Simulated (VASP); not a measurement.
# Ta (Fd-3m) in VASP: notebook

The runs below take Ta through single point, with PBE.

All numbers are computed with VASP 6.6.1; they aren't measurements. Logs are shortened: lines on timing, memory, paths and dates and some standing lists are left out, and cuts for length are marked.

**1. The cell of the first run**

Symmetry: Fd-3m, No. 227, cubic system. Conventional cell: a = 6.265 Å, b = 6.265 Å, c = 6.265 Å, α = 90.00°, β = 90.00°, γ = 90.00°. Ta (site symmetry -43m) has 4 Ta at 2.71 Å within 3.6 Å.

This isn't the form of Ta at room conditions, which is bcc.

**2. Single point, PBE (30.73 Å³/atom)**

Input file INCAR:

```
  ALGO = Normal
  EDIFF = 1E-6
  ENCUT = 520
  GGA = PE
  ISIF = 2
  ISMEAR = -1
  LASPH = True
  LCHARG = True
  LELF = True
  LREAL = False
  LVHAR = True
  LWAVE = False
  NBANDS = 18
  NELM = 80
  PREC = Accurate
  SIGMA = 0.1
```

Input file KPOINTS:

```
k-points
0
Gamma
  10 10 10
```

Input file POSCAR:

```
Ta
1.0
    0.0000000000      3.1322877683      3.1322877683
    3.1322877683      0.0000000000      3.1322877683
    3.1322877683      3.1322877683      0.0000000000
Ta
2
Direct
    0.1250000000      0.1250000000      0.1250000000
    0.8750000000      0.8750000000      0.8750000000
```

Potentials or basis: VASP PAW PBE potentials, release 64 (Ta_pv).

On the command line:

```console
> cat potpaw_PBE.64/Ta_pv/POTCAR > POTCAR
> mpirun -np 1 vasp_std > vasp.out
```

OUTCAR:

```text
EDIFF = 1E-6
   ENCUT = 520
   GGA = PE
   ISIF = 2
   ISMEAR = -1
   LASPH = True
   LREAL = False
   NELM = 80
   PREC = Accurate

 ion  position               nearest neighbor table
   1  0.125  0.125  0.125-   2 2.71   2 2.71   2 2.71   2 2.71
   2  0.875  0.875  0.875-   1 2.71   1 2.71   1 2.71   1 2.71

  LATTYP: Found a face centered cubic cell.
 ALAT       =     6.2645755366

  Lattice vectors:

 A1 = (   0.0000000000,   3.1322877683,   3.1322877683)
 A2 = (   3.1322877683,   0.0000000000,   3.1322877683)
 A3 = (   3.1322877683,   3.1322877683,   0.0000000000)

Analysis of symmetry for initial positions (statically):
=====================================================================
 Subroutine PRICEL returns:
 Original cell was already a primitive cell.

 Routine SETGRP: Setting up the symmetry group for a
 face centered cubic supercell.

 Subroutine GETGRP returns: Found 48 space group operations
 (whereof 12 operations were pure point group operations)
 out of a pool of 48 trial point group operations.

The static configuration has the point symmetry D_3d.
 The point group associated with its full space group is O_h .

Analysis of symmetry for dynamics (positions and initial velocities):
=====================================================================
 Subroutine PRICEL returns:
 Original cell was already a primitive cell.

 Routine SETGRP: Setting up the symmetry group for a
 face centered cubic supercell.

 Subroutine GETGRP returns: Found 48 space group operations
 (whereof 12 operations were pure point group operations)
 out of a pool of 48 trial point group operations.

The dynamic configuration has the point symmetry D_3d.
 The point group associated with its full space group is O_h .

 Subroutine INISYM returns: Found 48 space group operations
 (whereof 12 operations are pure point group operations),
 and found     1 'primitive' translations

----------------------------------------------------------------------------------------

                                     Primitive cell

  volume of cell :      61.4632

  direct lattice vectors                    reciprocal lattice vectors
     0.000000000  3.132287768  3.132287768    -0.159627734  0.159627734  0.159627734
     3.132287768  0.000000000  3.132287768     0.159627734 -0.159627734  0.159627734
     3.132287768  3.132287768  0.000000000     0.159627734  0.159627734 -0.159627734

  length of vectors
     4.429723843  4.429723843  4.429723843     0.276483346  0.276483346  0.276483346

  position of ions in fractional coordinates (direct lattice)
     0.125000000  0.125000000  0.125000000
     0.875000000  0.875000000  0.875000000

  ion indices of the primitive-cell ions
   primitive index   ion index
                 1           1
                 2           2

----------------------------------------------------------------------------------------

 KPOINTS: k-points

Automatic generation of k-mesh.
 Grid dimensions read from file:
 generate k-points for:   10   10   10

 Generating k-lattice:

  Cartesian coordinates                     Fractional coordinates (reciprocal lattice)
    -0.015962773  0.015962773  0.015962773     0.100000000  0.000000000  0.000000000
     0.015962773 -0.015962773  0.015962773     0.000000000  0.100000000  0.000000000
     0.015962773  0.015962773 -0.015962773     0.000000000  0.000000000  0.100000000

  Length of vectors
     0.027648335  0.027648335  0.027648335

  Shift w.r.t. Gamma in fractional coordinates (k-lattice)
     0.000000000  0.000000000  0.000000000

 Subroutine IBZKPT returns following result:
 ===========================================

 Found     47 irreducible k-points:

 Following reciprocal coordinates:
            Coordinates               Weight
  0.000000  0.000000  0.000000      1.000000
  0.100000  0.000000  0.000000      8.000000
  0.200000  0.000000  0.000000      8.000000
  0.300000  0.000000  0.000000      8.000000
  0.400000  0.000000  0.000000      8.000000
  0.500000  0.000000  0.000000      4.000000
[... 16 lines left out ...]
  0.300000  0.300000  0.000000      6.000000
  0.400000  0.300000  0.000000     24.000000
 [... further k-points ...]
   k-points           NKPTS =     47   k-points in BZ     NKDIM =     47   number of bands    NBANDS=     18
   number of dos      NEDOS =    301   number of ions     NIONS =      2
   total plane-waves  NPLWV =  46656
   dimension x,y,z NGX =    36 NGY =   36 NGZ =   36
   dimension x,y,z NGXF=    72 NGYF=   72 NGZF=   72
   ions per type =               2
   NGX,Y,Z   is equivalent  to a cutoff of  13.51, 13.51, 13.51 a.u.
   NGXF,Y,Z  is equivalent  to a cutoff of  27.02, 27.02, 27.02 a.u.
 SYSTEM =  unknown system
   PREC   = accura    normal or accurate (medium, high low for compatibility)
   ISTART =      0    job   : 0-new  1-cont  2-samecut
   ICHARG =      2    charge: 1-file 2-atom 10-const
   ISPIN  =      1    spin polarized calculation?
   LNONCOLLINEAR =      F non collinear calculations
   LSORBIT =      F    spin-orbit coupling
   LASPH  =      T    aspherical Exc in radial PAW
   ENCUT  =  520.0 eV  38.22 Ry    6.18 a.u.   8.24  8.24  8.24*2*pi/ulx,y,z
   NELM   =     80;   NELMIN=  2; NELMDL= -5     # of ELM steps
   EDIFF  = 0.1E-05   stopping-criterion for ELM
   LREAL  =      F    real-space projection
   EDIFFG = 0.1E-04   stopping-criterion for IOM
   NSW    =      0    number of steps for IOM
   IBRION =     -1    ionic relax: 0-MD 1-quasi-New 2-CG
   NFREE  =      0    steps in history (QN), initial steepest desc. (CG)
   ISIF   =      2    stress and relaxation
   ISYM   =      2    0-nonsym 1-usesym 2-fastsym
   POTIM  = 0.5000    time-step for ionic-motion
   TEBEG  =    0.0;   TEEND  =   0.0 temperature during run
   PSTRESS=    0.0 pullay stress
   NELECT =      22.0000    total number of electrons
   NUPDOWN=      -1.0000    fix difference up-down
   EMIN   =  10.00;   EMAX   =-10.00  energy-range for DOS
   EFERMI =   0.00;   METHOD = LEGACY
   ISMEAR =    -1;   SIGMA  =   0.10  broadening in eV -4-tet -1-fermi 0-gaus
   EFERMI_NEDOS =   21; number of points for ismear=-14 and -15
   IALGO  =     38    algorithm
   IMIX   =      4    mixing-type and parameters
     AMIX     =   0.40;   BMIX     =  1.00
     AMIX_MAG =   1.60;   BMIX_MAG =  1.00
  volume/ion in A,a.u.               =      30.73       207.39
  Fermi-wavevector in a.u.,A,eV,Ry     =   1.162369  2.196559 18.382859  1.351102
  Thomas-Fermi vector in A             =   2.298931
   LORBIT       =      0    0 simple, 1 ext, 2 COOP (PROOUT), +10 PAW based schemes
   GGA     = PE    functional components
   LHFCALC =     F    Hartree Fock is set to
   AEXX    =    0.0000 exact exchange contribution
   IVDW    =     0    specifies the selected vdW correction
   LEPSILON=     F    determine dielectric tensor
   LRPA    =     F    only Hartree local field effects (RPA)
 non-spin polarized calculation
  energy-cutoff  :      520.00
  volume of cell :       61.46
 maximum number of plane-waves:      1676
 NGX is ok and might be reduce to    36
   NGX = 17   NGY = 17   NGZ = 17

 number of electron      22.0000002 magnetization

 Free energy of the ion-electron system (eV)
  ---------------------------------------------------
  ext. energy  EPLUGINS =         0.00000000
  ---------------------------------------------------
  free energy    TOTEN  =       -17.85569793 eV

  energy without entropy =      -17.71671540  energy(sigma->0) =      -17.78620667

 E-fermi :   1.5908     XC(G=0):  -9.6725

 val. band max:        1.5888032111   @ k =   0.5000   0.4000   0.1000
 cond. band min:       1.5970915421   @ k =  -0.4000   0.2000   0.1000
 fundamental gap:      0.0082883309
 Fermi energy:         1.5907637456

 k-point     1 :       0.0000    0.0000    0.0000
  band No.  band energies     occupation
      1     -32.6070      2.00000
      2     -32.6070      2.00000
      3     -32.6070      2.00000
      4     -31.9677      2.00000
      5     -31.9677      2.00000
      6     -31.9677      2.00000
[... 10 lines left out ...]
     17       6.8758      0.00000
     18      11.0393      0.00000

 k-point     2 :       0.1000    0.0000    0.0000
  band No.  band energies     occupation
      1     -32.6141      2.00000
      2     -32.6141      2.00000
      3     -32.6055      2.00000
      4     -31.9704      2.00000
      5     -31.9603      2.00000
      6     -31.9603      2.00000
[... 10 lines left out ...]
     17       6.8448      0.00000
     18      10.8381      0.00000

 k-point     3 :       0.2000    0.0000    0.0000
  band No.  band energies     occupation
      1     -32.6319      2.00000
      2     -32.6319      2.00000
      3     -32.6018      2.00000
      4     -31.9771      2.00000
      5     -31.9416      2.00000
      6     -31.9416      2.00000
[... 10 lines left out ...]
     17       6.7358      0.00000
     18       9.8423      0.00000

 k-point     4 :       0.3000    0.0000    0.0000
  band No.  band energies     occupation
      1     -32.6527      2.00000
      2     -32.6527      2.00000
      3     -32.5974      2.00000
      4     -31.9851      2.00000
      5     -31.9196      2.00000
      6     -31.9196      2.00000
[... 375 lines left out ...]
      4     -32.0362      2.00000
      5     -31.9185      2.00000
      6     -31.8724      2.00000
[... 10 lines left out ...]
     17       7.0384      0.00000
     18       8.3374      0.00000

 k-point    23 :       0.3000    0.3000    0.0000
  band No.  band energies     occupation
      1     -32.7010      2.00000
      2     -32.7010      2.00000
      3     -32.4811      2.00000
      4     -32.1071      2.00000
      5     -31.8690      2.00000
      6     -31.8690      2.00000
[... 10 lines left out ...]
     17       7.0536      0.00000
     18       8.5584      0.00000

 k-point    24 :       0.4000    0.3000    0.0000
  band No.  band energies     occupation
      1     -32.7213      2.00000
      2     -32.7160      2.00000
      3     -32.4426      2.00000
      4     -32.1475      2.00000
      5     -31.8531      2.00000
      6     -31.8486      2.00000
[... 10 lines left out ...]
     17       6.9397      0.00000
     18       7.5626      0.00000

 [... further k-points ...]

------------------------ aborting loop because EDIFF is reached ----------------------------------------

  FORCE on cell =-STRESS in cart. coord.  units (eV):
  Direction    XX          YY          ZZ          XY          YZ          ZX
  --------------------------------------------------------------------------------------
  -------------------------------------------------------------------------------------
  Total       -1.7932553     -1.7932553     -1.7932553      0.0000000      0.0000000      0.0000000
  in kB      -46.7452775    -46.7452775    -46.7452775      0.0000000      0.0000000      0.0000000
  external PRESSURE =     -46.7452775 kB  Pullay stress =       0.0000000 kB

 VOLUME and BASIS-vectors are now :
 -----------------------------------------------------------------------------
  energy-cutoff  :      520.00
  volume of cell :       61.46
      direct lattice vectors                 reciprocal lattice vectors
     0.000000000  3.132287768  3.132287768    -0.159627734  0.159627734  0.159627734
     3.132287768  0.000000000  3.132287768     0.159627734 -0.159627734  0.159627734
     3.132287768  3.132287768  0.000000000     0.159627734  0.159627734 -0.159627734

 POSITION                                       TOTAL-FORCE (eV/Angst)
 -----------------------------------------------------------------------------------
      0.78307      0.78307      0.78307        -0.000000     -0.000000     -0.000000
      5.48150      5.48150      5.48150         0.000000      0.000000      0.000000
 -----------------------------------------------------------------------------------
    total drift:                                0.000000      0.000000      0.000000

  FREE ENERGIE OF THE ION-ELECTRON SYSTEM (eV)
  ---------------------------------------------------
  free  energy   TOTEN  =       -17.8556979344 eV

  energy  without entropy=      -17.7167154018  energy(sigma->0) =      -17.78620667
```

It took 51 s on 1 thread of Intel Xeon Platinum 8259CL at 2.50GHz (Skylake/Cascade Lake), shared host; peak memory 0.22 GiB.

What came out:

| Property | Result |
| --- | --- |
| Free energy | -17.8557 eV |
| Pressure | -4.7 GPa |
| Band gap on the k mesh | zero (bands 11 and 12 overlap by 0.74 eV) |

Caveat: the cell stands under tension; spin-orbit coupling is left out, which moves the levels of the heavy elements.

**3. Single point, PBE (31.87 Å³/atom)**

This run uses another cell than the first one, of 31.87 Å³/atom.

Input file INCAR:

```
PREC     = Accurate       # precision mode
ENCUT    = 520            # plane-wave cutoff, eV
EDIFF    = 1E-6           # SCF threshold, eV
ISMEAR   = -1             # smearing method
SIGMA    = 0.1            # smearing width, eV
LREAL    = False          # projectors in reciprocal space
LASPH    = True           # aspherical terms in the spheres
NELM     = 60             # most SCF steps
ALGO     = Normal         # electronic algorithm
ISIF     = 2              # what is computed and relaxed
LWAVE    = False          # write WAVECAR
LCHARG   = False          # write CHGCAR
GGA      = PE             # functional
NBANDS   = 18             # bands
```

Input file KPOINTS:

```
Automatic mesh
0
Gamma
  10 10 10
```

Input file POSCAR:

```
Ta
1.0
    0.0000000000      3.1704901646      3.1704901646
    3.1704901646      0.0000000000      3.1704901646
    3.1704901646      3.1704901646      0.0000000000
Ta
2
Direct
    0.1250000000      0.1250000000      0.1250000000
    0.8750000000      0.8750000000      0.8750000000
```

Potentials or basis: VASP PAW PBE potentials, release 64 (Ta_pv).

On the command line:

```console
> cat potpaw_PBE.64/Ta_pv/POTCAR > POTCAR
> mpirun -np 1 vasp_std > vasp.out
```

OUTCAR:

```text
PREC = Accurate
   ENCUT = 520
   EDIFF = 1E-6
   ISMEAR = -1
   LREAL = False
   LASPH = True
   NELM = 60
   ISIF = 2
   GGA = PE

 ion  position               nearest neighbor table
   1  0.125  0.125  0.125-   2 2.75   2 2.75   2 2.75   2 2.75
   2  0.875  0.875  0.875-   1 2.75   1 2.75   1 2.75   1 2.75

  LATTYP: Found a face centered cubic cell.
 ALAT       =     6.3409803292

  Lattice vectors:

 A1 = (   0.0000000000,   3.1704901646,   3.1704901646)
 A2 = (   3.1704901646,   0.0000000000,   3.1704901646)
 A3 = (   3.1704901646,   3.1704901646,   0.0000000000)

Analysis of symmetry for initial positions (statically):
=====================================================================
 Subroutine PRICEL returns:
 Original cell was already a primitive cell.

 Routine SETGRP: Setting up the symmetry group for a
 face centered cubic supercell.

 Subroutine GETGRP returns: Found 48 space group operations
 (whereof 12 operations were pure point group operations)
 out of a pool of 48 trial point group operations.

The static configuration has the point symmetry D_3d.
[... 155 lines left out ...]
 Free energy of the ion-electron system (eV)
  ---------------------------------------------------
  ext. energy  EPLUGINS =         0.00000000
  ---------------------------------------------------
  free energy    TOTEN  =       -17.77663958 eV

  energy without entropy =      -17.63242265  energy(sigma->0) =      -17.70453112

 E-fermi :   1.4102     XC(G=0):  -9.5170

 val. band max:        1.4100939584   @ k =   0.5000   0.4000   0.1000
 cond. band min:       1.4176714623   @ k =  -0.4000   0.2000   0.1000
 fundamental gap:      0.0075775039
 Fermi energy:         1.4102450953

 k-point     1 :       0.0000    0.0000    0.0000
  band No.  band energies     occupation
      1     -32.8212      2.00000
      2     -32.8212      2.00000
      3     -32.8212      2.00000
      4     -32.2453      2.00000
      5     -32.2453      2.00000
      6     -32.2453      2.00000
[... 481 lines left out ...]
      5     -32.1441      2.00000
      6     -32.1401      2.00000
[... 10 lines left out ...]
     17       6.5463      0.00000
     18       7.1543      0.00000

 [... further k-points ...]
[... 5 lines left out ...]
  --------------------------------------------------------------------------------------
  -------------------------------------------------------------------------------------
  Total       -2.5811749     -2.5811749     -2.5811749     -0.0000000     -0.0000000      0.0000000
  in kB      -64.8811867    -64.8811867    -64.8811867     -0.0000000     -0.0000000      0.0000000
  external PRESSURE =     -64.8811867 kB  Pullay stress =       0.0000000 kB

 VOLUME and BASIS-vectors are now :
 -----------------------------------------------------------------------------
  energy-cutoff  :      520.00
  volume of cell :       63.74
      direct lattice vectors                 reciprocal lattice vectors
     0.000000000  3.170490165  3.170490165    -0.157704321  0.157704321  0.157704321
     3.170490165  0.000000000  3.170490165     0.157704321 -0.157704321  0.157704321
     3.170490165  3.170490165  0.000000000     0.157704321  0.157704321 -0.157704321

 POSITION                                       TOTAL-FORCE (eV/Angst)
 -----------------------------------------------------------------------------------
      0.79262      0.79262      0.79262        -0.000000      0.000000      0.000000
      5.54836      5.54836      5.54836         0.000000     -0.000000     -0.000000
 -----------------------------------------------------------------------------------
    total drift:                                0.000000      0.000000      0.000000

  FREE ENERGIE OF THE ION-ELECTRON SYSTEM (eV)
  ---------------------------------------------------
  free  energy   TOTEN  =       -17.7766395755 eV

  energy  without entropy=      -17.6324226549  energy(sigma->0) =      -17.70453112
```

Wall time 49 s (1 thread of Intel Xeon Platinum 8259CL at 2.50GHz (Skylake/Cascade Lake), shared host); peak memory 0.22 GiB.

Results:

```
Free energy            : -17.7766 eV
Pressure               : -6.5 GPa
Band gap on the k mesh : zero (bands 11 and 12 overlap by 0.72 eV)
```

Levels at points of the mesh, in eV from the Fermi level:
```csv
k point,band 7,band 8,band 9,band 10,band 11,band 12,band 13,band 14,band 15,band 16
"(0.00, 0.00, 0.00)",-5.29,-0.73,-0.73,-0.30,-0.30,-0.30,1.79,1.79,1.79,5.06
"(0.50, 0.00, 0.00)",-3.15,-0.89,-0.63,-0.63,-0.38,-0.30,-0.30,2.76,2.76,4.19
"(0.50, 0.50, 0.00)",-1.59,-1.59,-1.28,-1.28,-0.19,-0.19,1.69,1.69,3.79,3.79
```

Caveat: the cell stands under tension; spin-orbit coupling is left out, which moves the levels of the heavy elements.
